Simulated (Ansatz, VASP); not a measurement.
SrO in VASP and in Ansatz

INCAR

```
ALGO = Normal
EDIFF = 1E-6
ENCUT = 520
GGA = PS
ISIF = 2
ISMEAR = 0
LASPH = T
LCHARG = F
LREAL = F
LWAVE = F
NBANDS = 15
NELM = 80
PREC = Accurate
SIGMA = 0.05
```

Contents of KPOINTS:

```
k-points
0
Gamma
  6 6 6
```

The input POSCAR:

```
SrO
1.0
    0.0000000000      2.5798927166      2.5798927166
    2.5798927166      0.0000000000      2.5798927166
    2.5798927166      2.5798927166      0.0000000000
Sr O
1 1
Direct
    0.5000000000      0.5000000000      0.5000000000
    0.0000000000      0.0000000000      0.0000000000
```

Input for Ansatz:

```yaml
crystal:
  lattice:
    - [0.0, 2.5798927166, 2.5798927166]
    - [2.5798927166, 0.0, 2.5798927166]
    - [2.5798927166, 2.5798927166, 0.0]
  atoms:
    - { symbol: Sr, position: [0.5, 0.5, 0.5] }
    - { symbol: O, position: [0.0, 0.0, 0.0] }
kpoints:
  mp_grid: { grid: [6, 6, 6] }
hamiltonian:
  xc: pbesol
scf:
  occupations: { method: gaussian, width: 0.05 }
  n_extra_bands: 4
output:
  forces: true
  stress: true
  eigenvalues: true
```

Alike in both runs: task single point; functional PBEsol; k mesh 6 × 6 × 6; occupations gaussian, width 0.05 eV; no spin polarisation.

```csv
,VASP,Ansatz
version,VASP 6.6.1,Ansatz 0.2.0
potentials or method,"VASP PAW PBE potentials, release 64 (Sr_sv, O)",plane waves
plane-wave cutoff (eV),520,420
valence electrons in the cell,16,16
```

```tsv
	VASP	Ansatz	Ansatz less VASP
gap on the k mesh at the Fermi level (eV)	3.16	3.21	+0.046
pressure (GPa)	-1.4	-1.9	-0.57
```

VASP's potentials were made for PBE, not for PBEsol.
